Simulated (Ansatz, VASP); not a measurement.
**Rh in VASP and in Ansatz**

INCAR

```
  PREC = Accurate
  ENCUT = 520
  EDIFF = 1E-6
  ISMEAR = 0
  SIGMA = 0.15
  LREAL = False
  LASPH = True
  NELM = 100
  ALGO = Fast
  ISIF = 2
  LWAVE = False
  LCHARG = True
  GGA = PE
  LELF = True
  LVHAR = True
  NBANDS = 22
```

Contents of KPOINTS:

```
Automatic mesh
0
Gamma
  21 21 12
```

Contents of POSCAR:

```
Rh
1.0
    2.9163851094      0.0000000000      0.0000000000
   -1.4581925547      2.5256635919      0.0000000000
    0.0000000000      0.0000000000      4.2873777493
Rh
2
Direct
    0.6666666667      0.3333333333      0.7500000000
    0.3333333333      0.6666666667      0.2500000000
```

Input for Ansatz:

```yaml
crystal:
  lattice:
    - [2.9163851094, 0.0, 0.0]
    - [-1.4581925547, 2.5256635919, 0.0]
    - [0.0, 0.0, 4.2873777493]
  atoms:
    - { symbol: Rh, position: [0.6666666667, 0.3333333333, 0.75] }
    - { symbol: Rh, position: [0.3333333333, 0.6666666667, 0.25] }
basis:
  ecutwfc: 420
kpoints:
  mp_grid: { grid: [21, 21, 12] }
hamiltonian:
  xc: pbe
  pseudopotentials: { kind: paw, azcp: { folder: soft_1 } }
scf:
  occupations: { method: gaussian, width: 0.15 }
output:
  forces: true
  stress: true
  eigenvalues: true
```

Alike in both runs: task single point; functional PBE; k mesh 21 × 21 × 12; occupations gaussian, width 0.15 eV; no spin polarisation.

|  | VASP | Ansatz |
| --- | --- | --- |
| version | VASP 6.6.1 | Ansatz 0.2.0 |
| potentials or method | VASP PAW PBE potentials, release 64 (Rh_pv), cutoff 520 eV | scalar-relativistic, plane waves, PAW |
| valence electrons in the cell | 30 | 34 |

Ansatz gave:

| Property | Result |
| --- | --- |
| gap on the k mesh at the Fermi level (eV) | none |
| pressure (GPa) | -19.3 |
| traceless stress, the component that is largest in VASP (GPa) | 7.89 |

What did VASP give for the same quantities?

gap on the k mesh at the Fermi level (eV): none; pressure (GPa): -19.4; traceless stress, the component that is largest in VASP (GPa): 7.91.

A gap of «none» marks a metal or a gap that the smearing closes. VASP's potentials hold 30 valence electrons a cell and Ansatz's 34, so a difference there can come from the potentials and not from the codes.
